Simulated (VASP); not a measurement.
# Ge2Sb2Te5 (P-3m1) in VASP: further runs

Runs on Ge2Sb2Te5. Level: PBE. Tasks: single point.

Program: VASP 6.6.1. These are calculated values, not measurements. Logs are shortened: lines on timing, memory, paths and dates and some standing lists are left out, and cuts for length are marked.

### Step 1. The cell of the first run

It takes space group P-3m1 (No. 164, trigonal). The conventional cell has a = 4.186 Å, b = 4.186 Å, c = 17.770 Å, α = 90.00°, β = 90.00°, γ = 120.00°. Within 3.7 Å of Ge (site symmetry 3m) lie 6 Te at 2.79 to 3.26 Å. Within 3.9 Å of Sb (site symmetry 3m) lie 6 Te at 2.96 to 3.13 Å. Within 4.1 Å of Te (site symmetry -3m) lie 6 Sb at 3.13 Å. Within 3.9 Å of Te (site symmetry 3m) lie 3 Sb at 2.96 Å and 3 Ge at 3.26 Å. Te (site symmetry 3m) has 3 Ge at 2.79 Å within 3.7 Å.

### Step 2. Single point, PBE (volume 29.959 Å^3 an atom, c/a of the conventional cell 4.2453)

The input, INCAR:

```
SYSTEM = Ge2Sb2Te5
ALGO = Normal ; EDIFF = 1E-6
ENCUT = 520 ; GGA = PE
ISIF = 2 ; ISMEAR = 0
LASPH = .TRUE. ; LCHARG = .FALSE.
LREAL = .FALSE. ; LWAVE = .FALSE.
NBANDS = 44 ; NELM = 100
PREC = Accurate ; SIGMA = 0.03
```

The input, KPOINTS:

```
k-points
0
G
  12 12 2
  0 0 0
```

The input, POSCAR:

```
Ge2Sb2Te5
1.0
    4.1857772167      0.0000000000      0.0000000000
   -2.0928886083      3.6249894043      0.0000000000
    0.0000000000      0.0000000000     17.7699813151
Ge Sb Te
2 2 5
Direct
    0.0000000000      0.0000000000      0.3313200918
    0.0000000000      0.0000000000      0.6686799082
    0.3333333333      0.6666666667      0.1120971408
    0.6666666667      0.3333333333      0.8879028592
    0.0000000000      0.0000000000      0.0000000000
    0.3333333333      0.6666666667      0.7914345914
    0.6666666667      0.3333333333      0.2085654086
    0.3333333333      0.6666666667      0.4096023866
    0.6666666667      0.3333333333      0.5903976134
```

Potentials or basis: VASP PAW PBE potentials, release 64 (Ge_d, Sb, Te).

Command:

```
> cat potpaw_PBE.64/Ge_d/POTCAR potpaw_PBE.64/Sb/POTCAR potpaw_PBE.64/Te/POTCAR > POTCAR
> mpirun -np 1 vasp_std > vasp.out
```

OUTCAR:

```text
SYSTEM = Ge2Sb2Te5
   EDIFF = 1E-6
   ENCUT = 520
   GGA = PE
   ISIF = 2
   ISMEAR = 0
   LASPH = .TRUE.
   LREAL = .FALSE.
   NELM = 100
   PREC = Accurate

 ion  position               nearest neighbor table
   1  0.000  0.000  0.331-   8 2.79   8 2.79   8 2.79   7 3.26   7 3.26   7 3.26
   2  0.000  0.000  0.669-   9 2.79   9 2.79   9 2.79   6 3.26   6 3.26   6 3.26
   3  0.333  0.667  0.112-   7 2.96   7 2.96   7 2.96   5 3.13   5 3.13   5 3.13
   4  0.667  0.333  0.888-   6 2.96   6 2.96   6 2.96   5 3.13   5 3.13   5 3.13
   5  0.000  0.000  0.000-   3 3.13   4 3.13   4 3.13   3 3.13   4 3.13   3 3.13
   6  0.333  0.667  0.791-   4 2.96   4 2.96   4 2.96   2 3.26   2 3.26   2 3.26
   7  0.667  0.333  0.209-   3 2.96   3 2.96   3 2.96   1 3.26   1 3.26   1 3.26
   8  0.333  0.667  0.410-   1 2.79   1 2.79   1 2.79
   9  0.667  0.333  0.590-   2 2.79   2 2.79   2 2.79

  LATTYP: Found a hexagonal cell.
 ALAT       =     4.1857772167
 C/A-ratio  =     4.2453242003

  Lattice vectors:

 A1 = (   4.1857772167,   0.0000000000,   0.0000000000)
 A2 = (  -2.0928886083,   3.6249894043,   0.0000000000)
 A3 = (   0.0000000000,   0.0000000000,  17.7699813151)

Analysis of symmetry for initial positions (statically):
=====================================================================
 Subroutine PRICEL returns:
 Original cell was already a primitive cell.

 Routine SETGRP: Setting up the symmetry group for a
 hexagonal supercell.

 Subroutine GETGRP returns: Found 12 space group operations
 (whereof 12 operations were pure point group operations)
 out of a pool of 24 trial point group operations.

The static configuration has the point symmetry D_3d.

Analysis of symmetry for dynamics (positions and initial velocities):
=====================================================================
 Subroutine PRICEL returns:
 Original cell was already a primitive cell.

 Routine SETGRP: Setting up the symmetry group for a
 hexagonal supercell.

 Subroutine GETGRP returns: Found 12 space group operations
 (whereof 12 operations were pure point group operations)
 out of a pool of 24 trial point group operations.

The dynamic configuration has the point symmetry D_3d.

 Subroutine INISYM returns: Found 12 space group operations
 (whereof 12 operations are pure point group operations),
 and found     1 'primitive' translations

----------------------------------------------------------------------------------------

                                     Primitive cell

  volume of cell :     269.6310

  direct lattice vectors                    reciprocal lattice vectors
     4.185777217  0.000000000  0.000000000     0.238904258  0.137931438  0.000000000
    -2.092888608  3.624989404  0.000000000     0.000000000  0.275862875  0.000000000
     0.000000000  0.000000000 17.769981315     0.000000000  0.000000000  0.056274679

  length of vectors
     4.185777217  4.185777217 17.769981315     0.275862875  0.275862875  0.056274679

  position of ions in fractional coordinates (direct lattice)
     0.000000000  0.000000000  0.331320092
     0.000000000  0.000000000  0.668679908
     0.333333333  0.666666667  0.112097141
     0.666666667  0.333333333  0.887902859
     0.000000000  0.000000000  0.000000000
     0.333333333  0.666666667  0.791434591
     0.666666667  0.333333333  0.208565409
     0.333333333  0.666666667  0.409602387
     0.666666667  0.333333333  0.590397613

  ion indices of the primitive-cell ions
   primitive index   ion index
                 1           1
                 2           2
                 3           3
                 4           4
                 5           5
                 6           6
                 7           7
                 8           8
                 9           9

----------------------------------------------------------------------------------------

 KPOINTS: k-points

Automatic generation of k-mesh.
 Grid dimensions read from file:
 generate k-points for:   12   12    2

 Generating k-lattice:

  Cartesian coordinates                     Fractional coordinates (reciprocal lattice)
     0.019908688  0.011494286  0.000000000     0.083333333  0.000000000  0.000000000
     0.000000000  0.022988573  0.000000000     0.000000000  0.083333333  0.000000000
     0.000000000  0.000000000  0.028137340     0.000000000  0.000000000  0.500000000

  Length of vectors
     0.022988573  0.022988573  0.028137340

  Shift w.r.t. Gamma in fractional coordinates (k-lattice)
     0.000000000  0.000000000  0.000000000

 Subroutine IBZKPT returns following result:
 ===========================================

 Found     38 irreducible k-points:

 Following reciprocal coordinates:
            Coordinates               Weight
  0.000000  0.000000  0.000000      1.000000
  0.083333  0.000000  0.000000      6.000000
  0.166667  0.000000  0.000000      6.000000
  0.250000  0.000000  0.000000      6.000000
  0.333333  0.000000  0.000000      6.000000
  0.416667  0.000000  0.000000      6.000000
[... 16 lines left out ...]
  0.250000  0.000000  0.500000      6.000000
  0.333333  0.000000  0.500000      6.000000
 [... further k-points ...]
   k-points           NKPTS =     38   k-points in BZ     NKDIM =     38   number of bands    NBANDS=     44
   number of dos      NEDOS =    301   number of ions     NIONS =      9
   total plane-waves  NPLWV = 143360
   dimension x,y,z NGX =    32 NGY =   32 NGZ =  140
   dimension x,y,z NGXF=    64 NGYF=   64 NGZF=  280
   ions per type =               2   2   5
   NGX,Y,Z   is equivalent  to a cutoff of  12.71, 12.71, 13.10 a.u.
   NGXF,Y,Z  is equivalent  to a cutoff of  25.42, 25.42, 26.20 a.u.
 SYSTEM =  Ge2Sb2Te5
   PREC   = accura    normal or accurate (medium, high low for compatibility)
   ISTART =      0    job   : 0-new  1-cont  2-samecut
   ICHARG =      2    charge: 1-file 2-atom 10-const
   ISPIN  =      1    spin polarized calculation?
   LNONCOLLINEAR =      F non collinear calculations
   LSORBIT =      F    spin-orbit coupling
   LASPH  =      T    aspherical Exc in radial PAW
   ENCUT  =  520.0 eV  38.22 Ry    6.18 a.u.   7.78  7.78 33.04*2*pi/ulx,y,z
   NELM   =    100;   NELMIN=  2; NELMDL= -5     # of ELM steps
   EDIFF  = 0.1E-05   stopping-criterion for ELM
   LREAL  =      F    real-space projection
   EDIFFG = 0.1E-04   stopping-criterion for IOM
   NSW    =      0    number of steps for IOM
   IBRION =     -1    ionic relax: 0-MD 1-quasi-New 2-CG
   NFREE  =      0    steps in history (QN), initial steepest desc. (CG)
   ISIF   =      2    stress and relaxation
   ISYM   =      2    0-nonsym 1-usesym 2-fastsym
   POTIM  = 0.5000    time-step for ionic-motion
   TEBEG  =    0.0;   TEEND  =   0.0 temperature during run
   PSTRESS=    0.0 pullay stress
   NELECT =      68.0000    total number of electrons
   NUPDOWN=      -1.0000    fix difference up-down
   EMIN   =  10.00;   EMAX   =-10.00  energy-range for DOS
   EFERMI =   0.00;   METHOD = LEGACY
   ISMEAR =     0;   SIGMA  =   0.03  broadening in eV -4-tet -1-fermi 0-gaus
   EFERMI_NEDOS =   21; number of points for ismear=-14 and -15
   IALGO  =     38    algorithm
   IMIX   =      4    mixing-type and parameters
     AMIX     =   0.40;   BMIX     =  1.00
     AMIX_MAG =   1.60;   BMIX_MAG =  1.00
  volume/ion in A,a.u.               =      29.96       202.17
  Fermi-wavevector in a.u.,A,eV,Ry     =   1.034319  1.954580 14.555729  1.069816
  Thomas-Fermi vector in A             =   2.168609
   LORBIT       =      0    0 simple, 1 ext, 2 COOP (PROOUT), +10 PAW based schemes
   GGA     = PE    functional components
   LHFCALC =     F    Hartree Fock is set to
   AEXX    =    0.0000 exact exchange contribution
   IVDW    =     0    specifies the selected vdW correction
   LEPSILON=     F    determine dielectric tensor
   LRPA    =     F    only Hartree local field effects (RPA)
 non-spin polarized calculation
 Gauss-broadening in eV      SIGMA  =   0.03
  energy-cutoff  :      520.00
  volume of cell :      269.63
 maximum number of plane-waves:      7297
 NGX is ok and might be reduce to    32
   NGX = 15   NGY = 15   NGZ = 67

 number of electron      68.0000002 magnetization

 Free energy of the ion-electron system (eV)
  ---------------------------------------------------
  ext. energy  EPLUGINS =         0.00000000
  ---------------------------------------------------
  free energy    TOTEN  =       -33.71886180 eV

  energy without entropy =      -33.71805533  energy(sigma->0) =      -33.71845856

 E-fermi :   6.6125     XC(G=0):  -9.4349

 val. band max:        6.6104387234   @ k =   0.5000   0.0000   0.5000
 cond. band min:       6.6357211049   @ k =   0.4167   0.0000   0.5000
 fundamental gap:      0.0252823816
 Fermi energy:         6.6125113791

 k-point     1 :       0.0000    0.0000    0.0000
  band No.  band energies     occupation
      1     -18.3505      2.00000
      2     -18.3505      2.00000
      3     -18.3505      2.00000
      4     -18.3505      2.00000
      5     -18.3361      2.00000
      6     -18.3361      2.00000
[... 36 lines left out ...]
     43       8.4489      0.00000
     44       8.7360      0.00000

 k-point     2 :       0.0833    0.0000    0.0000
  band No.  band energies     occupation
      1     -18.3507      2.00000
      2     -18.3507      2.00000
      3     -18.3503      2.00000
      4     -18.3503      2.00000
      5     -18.3362      2.00000
      6     -18.3362      2.00000
[... 36 lines left out ...]
     43       8.7311      0.00000
     44       8.9330      0.00000

 k-point     3 :       0.1667    0.0000    0.0000
  band No.  band energies     occupation
      1     -18.3511      2.00000
      2     -18.3511      2.00000
      3     -18.3498      2.00000
      4     -18.3498      2.00000
      5     -18.3365      2.00000
      6     -18.3365      2.00000
[... 976 lines left out ...]
     43       9.5660      0.00000
     44       9.6204      0.00000

 k-point    24 :       0.3333    0.0000    0.5000
  band No.  band energies     occupation
      1     -18.3524      2.00000
      2     -18.3524      2.00000
      3     -18.3483      2.00000
      4     -18.3483      2.00000
      5     -18.3373      2.00000
      6     -18.3373      2.00000
[... 36 lines left out ...]
     43       9.5393      0.00000
     44       9.6610      0.00000

 [... further k-points ...]
[... 5 lines left out ...]
  --------------------------------------------------------------------------------------
  -------------------------------------------------------------------------------------
  Total        4.9904198      4.9904198      4.7465177      0.0000000      0.0000000      0.0000000
  in kB       29.6536281     29.6536281     28.2043348      0.0000000      0.0000000      0.0000000
  external PRESSURE =      29.1705303 kB  Pullay stress =       0.0000000 kB

 VOLUME and BASIS-vectors are now :
 -----------------------------------------------------------------------------
  energy-cutoff  :      520.00
  volume of cell :      269.63
      direct lattice vectors                 reciprocal lattice vectors
     4.185777217  0.000000000  0.000000000     0.238904258  0.137931438  0.000000000
    -2.092888608  3.624989404  0.000000000     0.000000000  0.275862875  0.000000000
     0.000000000  0.000000000 17.769981315     0.000000000  0.000000000  0.056274679

 POSITION                                       TOTAL-FORCE (eV/Angst)
 -----------------------------------------------------------------------------------
      0.00000      0.00000      5.88755        -0.000000     -0.000000     -0.254196
      0.00000      0.00000     11.88243         0.000000      0.000000      0.254196
     -0.00000      2.41666      1.99196        -0.000000     -0.000000     -0.164902
      2.09289      1.20833     15.77802         0.000000      0.000000      0.164902
      0.00000      0.00000      0.00000        -0.000000      0.000000     -0.000000
     -0.00000      2.41666     14.06378        -0.000000      0.000000     -0.385708
      2.09289      1.20833      3.70620        -0.000000     -0.000000      0.385708
     -0.00000      2.41666      7.27863         0.000000      0.000000      0.335329
      2.09289      1.20833     10.49135        -0.000000      0.000000     -0.335329
 -----------------------------------------------------------------------------------
    total drift:                               -0.000000     -0.000000      0.000000

  FREE ENERGIE OF THE ION-ELECTRON SYSTEM (eV)
  ---------------------------------------------------
  free  energy   TOTEN  =       -33.7188617985 eV

  energy  without entropy=      -33.7180553279  energy(sigma->0) =      -33.71845856
```

Wall time 9.4 min (1 thread of Intel Xeon Platinum 8488C (Sapphire Rapids), shared host); peak memory 0.66 GiB.

What came out:

```
Free energy            : -33.7189 eV
Pressure               : 2.9 GPa
Largest force          : 0.386 eV/Å
Band gap on the k mesh : zero (filled and empty bands touch)
```

Forces on the atoms (eV/Å):
```
Ge   0.000  0.000 -0.254
Ge   0.000  0.000  0.254
Sb   0.000  0.000 -0.165
Sb   0.000  0.000  0.165
Te   0.000  0.000  0.000
Te   0.000  0.000 -0.386
Te   0.000  0.000  0.386
Te   0.000  0.000  0.335
Te   0.000  0.000 -0.335
```

Caveat: spin-orbit coupling is left out, which moves the levels of the heavy elements; this functional lacks dispersion, which binds the layers, so the pressure and a relaxed spacing across them are unreliable.

### Step 3. Single point, PBE (volume 29.959 Å^3 an atom, c/a of the conventional cell 5.0927)

The input, INCAR:

```
SYSTEM = Ge2Sb2Te5
ALGO     = Normal         ! electronic algorithm
EDIFF    = 1E-6           ! SCF threshold, eV
ENCUT    = 520            ! plane-wave cutoff, eV
GGA      = PE             ! functional
ISIF     = 2              ! what is computed and relaxed
ISMEAR   = 0              ! smearing method
LASPH    = .True.         ! aspherical terms in the spheres
LCHARG   = .False.        ! write CHGCAR
LREAL    = .False.        ! projectors in reciprocal space
LWAVE    = .False.        ! write WAVECAR
NBANDS   = 44             ! bands
NELM     = 100            ! most SCF steps
PREC     = Accurate       ! precision mode
SIGMA    = 0.03           ! smearing width, eV
```

The input, KPOINTS:

```
k-points
0
Gamma
  12 12 2
  0 0 0
```

Edit POSCAR of step 2 so:

```diff
@@ -2,5 +2,5 @@
 1.0
-    4.1857772167      0.0000000000      0.0000000000
-   -2.0928886083      3.6249894043      0.0000000000
-    0.0000000000      0.0000000000     17.7699813151
+    3.9394025865      0.0000000000      0.0000000000
+   -1.9697012932      3.4116227156      0.0000000000
+    0.0000000000      0.0000000000     20.0621955520
 Ge Sb Te
```

Potentials or basis: VASP PAW PBE potentials, release 64 (Ge_d, Sb, Te).

Command:

```
> cat potpaw_PBE.64/Ge_d/POTCAR potpaw_PBE.64/Sb/POTCAR potpaw_PBE.64/Te/POTCAR > POTCAR
> mpirun -np 1 vasp_std > vasp.out
```

Wall time 18 min (1 thread of Intel Xeon Platinum 8488C (Sapphire Rapids), shared host); peak memory 0.62 GiB.

The run converged. Its results:

```
Free energy            : -33.1071 eV
Pressure               : 2.4 GPa
Largest force          : 0.216 eV/Å
Band gap on the k mesh : zero (band 34 reaches 7.08 eV, above the bottom of band 35 at 6.02 eV)
```

Forces on the atoms (eV/Å):
```
Ge   0.000  0.000  0.047
Ge   0.000  0.000 -0.047
Sb   0.000  0.000 -0.216
Sb   0.000  0.000  0.216
Te   0.000  0.000  0.000
Te   0.000  0.000 -0.022
Te   0.000  0.000  0.022
Te   0.000  0.000 -0.083
Te   0.000  0.000  0.083
```

Stress tensor (GPa, compression positive):
```
 4.07  0.00  0.00
 0.00  4.07  0.00
 0.00  0.00 -1.04
```

Levels at points of the mesh, in eV from the Fermi level:
```csv
k point,band 32,band 33,band 34,band 35,band 36,band 37
"(0.00, 0.00, 0.00)",-0.23,-0.23,0.81,1.29,1.29,1.30
"(0.50, 0.00, 0.00)",-1.52,-1.10,-1.09,-0.25,0.72,1.15
"(0.00, 0.00, 0.50)",-0.23,0.26,0.37,1.30,1.30,1.39
"(0.50, 0.00, 0.50)",-2.06,-1.08,-0.76,-0.08,0.53,1.12
```

Caveat: spin-orbit coupling is left out, which moves the levels of the heavy elements; this functional lacks dispersion, which binds the layers, so the pressure and a relaxed spacing across them are unreliable.
